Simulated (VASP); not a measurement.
# PbS (Cmcm) in VASP: a series of runs

The runs below take PbS through single point, with LDA, BLYP, r2SCAN.

Everything below comes from runs of VASP 6.6.1. Logs are shortened: lines on timing, memory, paths and dates and some standing lists are left out, and cuts for length are marked.

## Step 1: The cell of the first run

Symmetry: Cmcm, No. 63, orthorhombic system. The conventional cell has a = 4.160 Å, b = 11.983 Å, c = 4.279 Å, α = 90.00°, β = 90.00°, γ = 90.00°. Pb (site symmetry m2m) has 5 S at 2.69 to 2.99 Å within 3.5 Å. Within 3.5 Å of S (site symmetry m2m) lie 5 Pb at 2.69 to 2.99 Å.

## Step 2: Single point, LDA

INCAR

```
  PREC = Accurate
  ENCUT = 520
  EDIFF = 1E-7
  ISMEAR = 0
  SIGMA = 0.01
  LREAL = False
  LASPH = True
  NELM = 60
  ALGO = Normal
  ISIF = 2
  LWAVE = False
  LCHARG = True
  LELF = True
  LVHAR = True
  NBANDS = 28
```

KPOINTS

```
Automatic mesh
0
Gamma
  6 6 6
```

POSCAR

```
PbS
1.0
    2.0799526900     -5.9912968600      0.0000000000
    2.0799526900      5.9912968600      0.0000000000
    0.0000000000      0.0000000000      4.2793209400
Pb S
2 2
Direct
    0.8694366506      0.1305633494      0.7499999988
    0.1305633494      0.8694366506      0.2499999988
    0.6452029102      0.3547970898      0.7499999988
    0.3547970898      0.6452029102      0.2499999988
```

Potentials or basis: VASP PAW LDA potentials, release 64 (Pb_d, S).

The run is started by

```sh
$ cat potpaw_LDA.64/Pb_d/POTCAR potpaw_LDA.64/S/POTCAR > POTCAR
$ mpirun -np 1 vasp_std > vasp.out
```

OUTCAR:

```text
PREC = Accurate
   ENCUT = 520
   EDIFF = 1E-7
   ISMEAR = 0
   LREAL = False
   LASPH = True
   NELM = 60
   ISIF = 2

 ion  position               nearest neighbor table
   1  0.869  0.131  0.750-   3 2.69   4 2.99   4 2.99   4 2.99   4 2.99   2 3.79   2 3.79   2 4.13
                             2 4.13   2 4.13   2 4.13
   2  0.131  0.869  0.250-   4 2.69   3 2.99   3 2.99   3 2.99   3 2.99   1 3.79   1 3.79   1 4.13
                             1 4.13   1 4.13   1 4.13
   3  0.645  0.355  0.750-   1 2.69   2 2.99   2 2.99   2 2.99   2 2.99
   4  0.355  0.645  0.250-   2 2.69   1 2.99   1 2.99   1 2.99   1 2.99

  LATTYP: Found a base centered orthorhombic cell.
 ALAT       =     4.1599053800
 B/A-ratio  =     2.8804967001
 C/A-ratio  =     1.0287063164

  Lattice vectors:

 A1 = (   2.0799526900,  -5.9912968600,   0.0000000000)
 A2 = (   2.0799526900,   5.9912968600,   0.0000000000)
 A3 = (   0.0000000000,   0.0000000000,   4.2793209400)

Analysis of symmetry for initial positions (statically):
=====================================================================
 Subroutine PRICEL returns:
 Original cell was already a primitive cell.

 Routine SETGRP: Setting up the symmetry group for a
 base centered orthorhombic supercell.

 Subroutine GETGRP returns: Found  8 space group operations
 (whereof  4 operations were pure point group operations)
 out of a pool of  8 trial point group operations.

The static configuration has the point symmetry C_2h.
 The point group associated with its full space group is D_2h.

Analysis of symmetry for dynamics (positions and initial velocities):
=====================================================================
 Subroutine PRICEL returns:
 Original cell was already a primitive cell.

 Routine SETGRP: Setting up the symmetry group for a
 base centered orthorhombic supercell.

 Subroutine GETGRP returns: Found  8 space group operations
 (whereof  4 operations were pure point group operations)
 out of a pool of  8 trial point group operations.

The dynamic configuration has the point symmetry C_2h.
 The point group associated with its full space group is D_2h.

 Subroutine INISYM returns: Found  8 space group operations
 (whereof  4 operations are pure point group operations),
 and found     1 'primitive' translations

----------------------------------------------------------------------------------------

                                     Primitive cell

  volume of cell :     106.6545
[... 87 lines left out ...]
   ISPIN  =      1    spin polarized calculation?
   LNONCOLLINEAR =      F non collinear calculations
   LSORBIT =      F    spin-orbit coupling
   LASPH  =      T    aspherical Exc in radial PAW
   ENCUT  =  520.0 eV  38.22 Ry    6.18 a.u.  11.79 11.79  7.96*2*pi/ulx,y,z
   NELM   =     60;   NELMIN=  2; NELMDL= -5     # of ELM steps
   EDIFF  = 0.1E-06   stopping-criterion for ELM
   LREAL  =      F    real-space projection
   EDIFFG = 0.1E-05   stopping-criterion for IOM
   NSW    =      0    number of steps for IOM
   IBRION =     -1    ionic relax: 0-MD 1-quasi-New 2-CG
   NFREE  =      0    steps in history (QN), initial steepest desc. (CG)
   ISIF   =      2    stress and relaxation
   ISYM   =      2    0-nonsym 1-usesym 2-fastsym
   POTIM  = 0.5000    time-step for ionic-motion
   TEBEG  =    0.0;   TEEND  =   0.0 temperature during run
   PSTRESS=    0.0 pullay stress
   NELECT =      40.0000    total number of electrons
   NUPDOWN=      -1.0000    fix difference up-down
   EMIN   =  10.00;   EMAX   =-10.00  energy-range for DOS
   EFERMI =   0.00;   METHOD = LEGACY
   ISMEAR =     0;   SIGMA  =   0.01  broadening in eV -4-tet -1-fermi 0-gaus
   EFERMI_NEDOS =   21; number of points for ismear=-14 and -15
   IALGO  =     38    algorithm
   IMIX   =      4    mixing-type and parameters
     AMIX     =   0.40;   BMIX     =  1.00
     AMIX_MAG =   1.60;   BMIX_MAG =  1.00
  volume/ion in A,a.u.               =      26.66       179.94
  Fermi-wavevector in a.u.,A,eV,Ry     =   1.180597  2.231005 18.963935  1.393810
  Thomas-Fermi vector in A             =   2.316887
   LORBIT       =      0    0 simple, 1 ext, 2 COOP (PROOUT), +10 PAW based schemes
   GGA     = CA    functional components
   LHFCALC =     F    Hartree Fock is set to
   AEXX    =    0.0000 exact exchange contribution
   IVDW    =     0    specifies the selected vdW correction
   LEPSILON=     F    determine dielectric tensor
   LRPA    =     F    only Hartree local field effects (RPA)
 non-spin polarized calculation
 Gauss-broadening in eV      SIGMA  =   0.01
  energy-cutoff  :      520.00
  volume of cell :      106.65
 maximum number of plane-waves:      2904
   NGX = 23   NGY = 23   NGZ = 15

 number of electron      40.0000007 magnetization

 Free energy of the ion-electron system (eV)
  ---------------------------------------------------
  ext. energy  EPLUGINS =         0.00000000
  ---------------------------------------------------
  free energy    TOTEN  =       -19.77757409 eV

  energy without entropy =      -19.77757409  energy(sigma->0) =      -19.77757409

 E-fermi :   4.7582     XC(G=0):  -9.9277

 val. band max:        4.6674057936   @ k =   0.5000   0.5000   0.3333
 cond. band min:       5.7395387372   @ k =   0.5000   0.5000   0.0000
 fundamental gap:      1.0721329436
 Fermi energy:         4.7582410767

 k-point     1 :       0.0000    0.0000    0.0000
  band No.  band energies     occupation
      1     -11.6501      2.00000
      2     -11.5482      2.00000
      3     -11.5370      2.00000
      4     -11.5365      2.00000
      5     -11.5026      2.00000
      6     -11.5000      2.00000
[... 733 lines left out ...]
     27      11.8046      0.00000
     28      12.3535      0.00000

 [... further k-points ...]
[... 5 lines left out ...]
  --------------------------------------------------------------------------------------
  -------------------------------------------------------------------------------------
  Total       -2.3851653     -2.0251766     -2.5540920      0.0000000     -0.0000000      0.0000000
  in kB      -35.8302564    -30.4224602    -38.3678945      0.0000000     -0.0000000      0.0000000
  external PRESSURE =     -34.8735370 kB  Pullay stress =       0.0000000 kB

 VOLUME and BASIS-vectors are now :
 -----------------------------------------------------------------------------
  energy-cutoff  :      520.00
  volume of cell :      106.65
      direct lattice vectors                 reciprocal lattice vectors
     2.079952690 -5.991296860  0.000000000     0.240390083 -0.083454386  0.000000000
     2.079952690  5.991296860  0.000000000     0.240390083  0.083454386  0.000000000
     0.000000000  0.000000000  4.279320940     0.000000000  0.000000000  0.233681936

 POSITION                                       TOTAL-FORCE (eV/Angst)
 -----------------------------------------------------------------------------------
      2.07995     -4.42681      3.20949         0.000000      0.100957      0.000000
      2.07995      4.42681      1.06983         0.000000     -0.100957      0.000000
      2.07995     -1.73991      3.20949         0.000000     -0.045959      0.000000
      2.07995      1.73991      1.06983         0.000000      0.045959      0.000000
 -----------------------------------------------------------------------------------
    total drift:                                0.000000      0.000000      0.000007

  FREE ENERGIE OF THE ION-ELECTRON SYSTEM (eV)
  ---------------------------------------------------
  free  energy   TOTEN  =       -19.7775740872 eV

  energy  without entropy=      -19.7775740872  energy(sigma->0) =      -19.77757409
```

stdout:

```text
POSCAR found type information on POSCAR PbS
 POSCAR found :  2 types and       4 ions
 scaLAPACK will be used
 LDA part: xc-table for (Slater(with rela. corr.)+CA(PZ))
 , standard interpolation
 POSCAR, INCAR and KPOINTS ok, starting setup
 FFT: planning ... GRIDC
 FFT: planning ... GRID_SOFT
 FFT: planning ... GRID
 WAVECAR not read
 entering main loop
```

Run time: 2.1 min. Hardware: 1 thread of Intel Xeon Platinum 8488C (Sapphire Rapids), shared host; peak memory 0.29 GiB.

What came out:

```
Free energy            : -19.7776 eV
Pressure               : -3.5 GPa
Largest force          : 0.101 eV/Å
Band gap on the k mesh : 1.07 eV (least direct gap 1.28 eV)
```

Forces in eV/Å, atoms in the order of the input:
```
Pb   0.000  0.101  0.000
Pb   0.000 -0.101  0.000
S    0.000 -0.046  0.000
S    0.000  0.046  0.000
```

Caveat: the cell stands under tension; spin-orbit coupling is left out, which moves the levels of the heavy elements.

## Step 3: Single point, BLYP

INCAR

```
SYSTEM = PbS
AGGAC = 1.0 ; AGGAX = 1.0
ALDAC = 0.0 ; ALDAX = 1.0
ALGO = Normal ; EDIFF = 1E-7
ENCUT = 520 ; GGA = B5
ISIF = 2 ; ISMEAR = 0
LASPH = .True. ; LCHARG = .False.
LREAL = .False. ; LWAVE = .False.
NBANDS = 28 ; NELM = 100
PREC = Accurate ; SIGMA = 0.01
```

KPOINTS

```
k-points
0
Gamma
  6 6 6
  0 0 0
```

POSCAR is that of step 2.

Potentials or basis: VASP PAW PBE potentials, release 64 (Pb_d, S).

The run is started by

```sh
$ cat potpaw_PBE.64/Pb_d/POTCAR potpaw_PBE.64/S/POTCAR > POTCAR
$ mpirun -np 1 vasp_std > vasp.out
```

Wall time 2.6 min (1 thread of Intel Xeon Platinum 8488C (Sapphire Rapids), shared host); peak memory 0.32 GiB.

The run converged. Its results:

| Item | Value |
| --- | --- |
| Free energy | -15.1874 eV |
| Pressure | 4.7 GPa |
| Largest force | 0.237 eV/Å |
| Band gap on the k mesh | 1.26 eV (least direct gap 1.52 eV) |

Forces on the atoms (eV/Å):
```
Pb   0.000 -0.237  0.000
Pb   0.000  0.237  0.000
S    0.000  0.214  0.000
S    0.000 -0.214  0.000
```

Stress tensor (GPa, compression positive):
```
4.57 0.00 0.00
0.00 5.01 0.00
0.00 0.00 4.51
```

Levels at points of the mesh, in eV from the valence-band top:
```csv
k point,band 17,band 18,band 19,band 20,band 21,band 22,band 23,band 24
"(0.00, 0.00, 0.00)",-2.28,-1.57,-1.40,-0.43,4.75,4.90,5.03,5.58
"(0.50, 0.00, 0.00)",-1.24,-1.07,-0.30,-0.27,1.90,1.97,2.29,3.04
"(0.50, 0.50, 0.00)",-1.85,-1.77,-1.23,-0.40,1.26,4.49,5.08,5.20
"(0.00, 0.00, 0.50)",-1.02,-1.02,-0.04,-0.04,1.96,1.96,2.84,2.84
"(0.50, 0.00, 0.50)",-2.98,-2.98,-1.37,-1.37,3.53,3.53,5.32,5.32
"(0.50, 0.50, 0.50)",-1.12,-1.12,-0.38,-0.38,1.80,1.80,3.24,3.24
```

Caveat: the cell stands under pressure; the PAW data sets were made with another functional, which shifts forces and pressure a little; spin-orbit coupling is left out, which moves the levels of the heavy elements. A k mesh can miss the band edges.

## Step 4: Single point, r2SCAN

POSCAR is that of step 3.

INCAR.step1

```
SYSTEM = PbS
PREC = Accurate ; ENCUT = 520
ISMEAR = 0 ; SIGMA = 0.01
LREAL = .FALSE. ; LASPH = .TRUE.
NELM = 80 ; NBANDS = 28
GGA = PE ; ALGO = Normal
EDIFF = 1E-4 ; LWAVE = .TRUE.
LCHARG = .FALSE.
```

INCAR.step2

```
SYSTEM = PbS
PREC = Accurate ; ENCUT = 520
EDIFF = 1E-6 ; ISMEAR = 0
SIGMA = 0.01 ; LREAL = .FALSE.
LASPH = .TRUE. ; NELM = 80
ALGO = Normal ; ISIF = 2
LWAVE = .FALSE. ; LCHARG = .TRUE.
METAGGA = R2SCAN ; LMIXTAU = .TRUE.
LELF = .TRUE. ; LVHAR = .TRUE.
NBANDS = 28 ; ISTART = 1
```

KPOINTS

```
regular mesh
0
G
  6 6 6
  0 0 0
```

The run is started by

```sh
$ cat potpaw_PBE.64/Pb_d/POTCAR potpaw_PBE.64/S/POTCAR > POTCAR
$ cp INCAR.step1 INCAR
$ mpirun -np 1 vasp_std > vasp.out
$ cp INCAR.step2 INCAR
$ mpirun -np 1 vasp_std > vasp.out
```

Wall time 6 min (1 thread of Intel Xeon Platinum 8488C (Sapphire Rapids), shared host); peak memory 0.36 GiB.

It converged, with:

- Free energy: -131.1349 eV
- Pressure: -0.1 GPa
- Largest force: 0.025 eV/Å
- Band gap on the k mesh: 1.48 eV (least direct gap 1.78 eV)

Forces in eV/Å, atoms in the order of the input:
```
Pb   0.000  0.006  0.000
Pb   0.000 -0.006  0.000
S    0.000 -0.025  0.000
S    0.000  0.025  0.000
```

Stress tensor (GPa, compression positive):
```
 0.01  0.00  0.00
 0.00 -0.12  0.00
 0.00  0.00 -0.05
```

Levels at points of the mesh, in eV from the valence-band top:
```tsv
k point	band 17	band 18	band 19	band 20	band 21	band 22	band 23	band 24
(0.00, 0.00, 0.00)	-2.44	-1.69	-1.52	-0.49	5.11	5.15	5.30	6.05
(0.50, 0.00, 0.00)	-1.39	-1.21	-0.32	-0.30	2.17	2.21	2.56	3.35
(0.50, 0.50, 0.00)	-1.98	-1.90	-1.35	-0.45	1.48	4.88	5.27	5.42
(0.00, 0.00, 0.50)	-1.16	-1.16	-0.07	-0.07	2.20	2.20	3.13	3.13
(0.50, 0.00, 0.50)	-3.15	-3.15	-1.48	-1.48	3.81	3.81	5.73	5.73
(0.50, 0.50, 0.50)	-1.25	-1.25	-0.37	-0.37	2.07	2.07	3.55	3.55
```

Caveat: the PAW data sets were made with another functional, which shifts forces and pressure a little; spin-orbit coupling is left out, which moves the levels of the heavy elements. A k mesh can miss the band edges.

## Step 5: Overview

```tsv
level	potentials or basis	gap on the mesh (eV)	pressure (GPa)	largest force (eV/Å)
LDA	VASP PAW LDA potentials, release 64 (Pb_d, S)	1.07	-3.5	0.10
BLYP	VASP PAW PBE potentials, release 64 (Pb_d, S)	1.26	4.7	0.24
r2SCAN	VASP PAW PBE potentials, release 64 (Pb_d, S)	1.48	-0.1	0.02
```

Alike in all rows: task single point; no spin polarisation; cell as given; k mesh 6 × 6 × 6; cutoff (eV) 520; smearing gaussian 0.01 eV.

Caveats: spin-orbit coupling is left out, which moves the levels of the heavy elements; the PAW data sets were made with another functional, which shifts forces and pressure a little (at least some runs); the cell stands under tension (at least some runs); the cell stands under pressure (at least some runs).

Absolute energies hang on the potentials; compare differences alone.
